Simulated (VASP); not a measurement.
A run of VASP 6.6.1 is set up as follows.

File INCAR:

```
SYSTEM = Ti
PREC = Accurate ; ENCUT = 520
EDIFF = 1E-6 ; ISMEAR = 1
SIGMA = 0.1 ; LREAL = .FALSE.
LASPH = .TRUE. ; NELM = 100
ALGO = Normal ; ISIF = 2
LWAVE = .FALSE. ; LCHARG = .FALSE.
NBANDS = 12
```

KPOINTS

```
regular mesh
0
G
  9 9 9
  0 0 0
```

File POSCAR:

```
Ti
1.0
    3.1152020000      0.0000000000      0.0000000000
    0.0000000000      3.1152020000      0.0000000000
    0.0000000000      0.0000000000      3.1152020000
Ti
1
Direct
    0.5000000000      0.5000000000      0.5000000000
```

Potentials or basis: VASP PAW LDA potentials, release 64 (Ti_sv).

Run with:

```bash
$ cat potpaw_LDA.64/Ti_sv/POTCAR > POTCAR
$ mpirun -np 1 vasp_std > vasp.out
```

**Question.** What does it give for the band gap on the k mesh?

**Answer.** Zero (band 6 reaches 3.52 eV, above the bottom of band 7 at 2.60 eV).

**Question.** Predict the pressure.

**Answer.** -19.2 GPa.
